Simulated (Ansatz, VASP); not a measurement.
## Ti: VASP beside Ansatz

Contents of INCAR:

```
SYSTEM = Ti
PREC = Accurate ; ENCUT = 520
EDIFF = 1E-6 ; ISMEAR = -1
SIGMA = 0.05 ; LREAL = .FALSE.
LASPH = .TRUE. ; NELM = 60
ALGO = Normal ; ISIF = 2
LWAVE = .FALSE. ; LCHARG = .FALSE.
GGA = PS ; NBANDS = 19
```

File KPOINTS:

```
regular mesh
0
G
  12 12 7
  0 0 0
```

File POSCAR:

```
Ti
1.0
    2.9162152113      0.0000000000      0.0000000000
   -1.4581076057      2.5255164559      0.0000000000
    0.0000000000      0.0000000000      4.7242686424
Ti
2
Direct
    0.2133333333      0.6066666667      0.1600000000
    0.7866666667      0.3933333333      0.8400000000
```

Input for Ansatz:

```yaml
crystal:
  lattice:
    - [2.9162152113, 0.0, 0.0]
    - [-1.4581076057, 2.5255164559, 0.0]
    - [0.0, 0.0, 4.7242686424]
  atoms:
    - { symbol: Ti, position: [0.2133333333, 0.6066666667, 0.16] }
    - { symbol: Ti, position: [0.7866666667, 0.3933333333, 0.84] }
kpoints:
  mp_grid: { grid: [12, 12, 7] }
scf:
  occupations: { method: fermi_dirac, width: 0.05 }
hamiltonian:
  xc: pbesol
  pseudopotentials: { kind: all_electron, lapw: { basis_error: 0.001 } }
output:
  forces: true
  stress: true
  eigenvalues: true
  populations: true
```

Change from the starting cell: shortest bond scaled by 0.64, LAPW.

Alike in both runs: task single point; functional PBEsol; k mesh 12 × 12 × 7; occupations fermi-dirac, width 0.05 eV; no spin polarisation.

|  | VASP | Ansatz |
| --- | --- | --- |
| version | VASP 6.6.1 | Ansatz 0.2.0 |
| potentials or method | VASP PAW PBE potentials, release 64 (Ti_sv), cutoff 520 eV | all-electron LAPW, scalar-relativistic |

|  | VASP | Ansatz | Ansatz less VASP |
| --- | --- | --- | --- |
| pressure (GPa) | 19.9 | 16.9 | -3.01 |
| traceless stress, the component that is largest in VASP (GPa) | 11.13 | 7.92 | -3.204 |
| rms of the force components (eV/Å) | 4.158 | 3.577 | -0.5807 |

VASP's potentials were made for PBE, not for PBEsol. Atom by atom the forces differ by 0.633 eV/Å (rms over components). Ansatz ran all-electron here, and VASP with PAW potentials.
